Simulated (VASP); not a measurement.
The system is Ge.

```
Ge
1.0
     4.21575    0.00000    0.00000
    -2.10788    3.65095    0.00000
     0.00000    0.00000    3.23356
Ge
2
Direct
  0.33333 0.66667 0.00000
  0.66667 0.33333 0.00000
```

This isn't the form of Ge at room conditions, which is diamond.

| Property | Result |
| --- | --- |
| Program | VASP 6.6.1 |
| Task | relaxation of cell and atoms |
| Functional | PBE |
| Dispersion | D3(BJ) |
| Potentials or basis | VASP PAW PBE potentials, release 64 (Ge_d) |
| Cutoff | 600 eV |
| k mesh | 12 × 12 × 14 |
| Occupations | gaussian, width 0.1 eV |
| Spin | no spin polarisation |

At the start: pressure 0.6 GPa; volume 24.88 Å³/atom.

Where does the relaxation end?

Over 13 steps the energy falls by 126.6 meV/atom and the volume is 22.83 Å³/atom (-8.3 %); space group P6/mmm (No. 191, to 0.1 Å) before and after.

Step by step:
| step | energy change (eV) | largest force (eV/Å) | pressure (GPa) | volume (Å³) |
| --- | --- | --- | --- | --- |
| 1 | 0.0000 | 0.0000 | 0.63 | 49.77 |
| 2 | -0.0991 | 0.0000 | -0.36 | 50.42 |
| 3 | -0.1308 | 0.0000 | -1.47 | 50.74 |
| 4 | -0.1564 | 0.0000 | -4.25 | 51.25 |
| 5 | -0.2021 | 0.0000 | -3.65 | 49.16 |
| 6 | -0.2071 | 0.0000 | -3.04 | 48.52 |
| 7 | -0.2023 | 0.0000 | -1.50 | 47.24 |
| 8 | -0.2081 | 0.0000 | -2.70 | 48.22 |
| 9 | -0.2384 | 0.0000 | -1.44 | 46.86 |
| 10 | -0.2519 | 0.0000 | 0.22 | 45.47 |
| 11 | -0.2520 | 0.0000 | 0.39 | 45.35 |
| 12 | -0.2529 | 0.0000 | 0.18 | 45.50 |
| 13 | -0.2533 | 0.0000 | -0.04 | 45.65 |

Final structure:
```xyz
2
Lattice="4.3670 0.0000 0.0000 -2.1835 3.7819 0.0000 0.0000 0.0000 2.7643" Properties=species:S:1:pos:R:3 pbc="T T T"
Ge    0.0000    2.5213    0.0000
Ge    2.1835    1.2606    0.0000
```
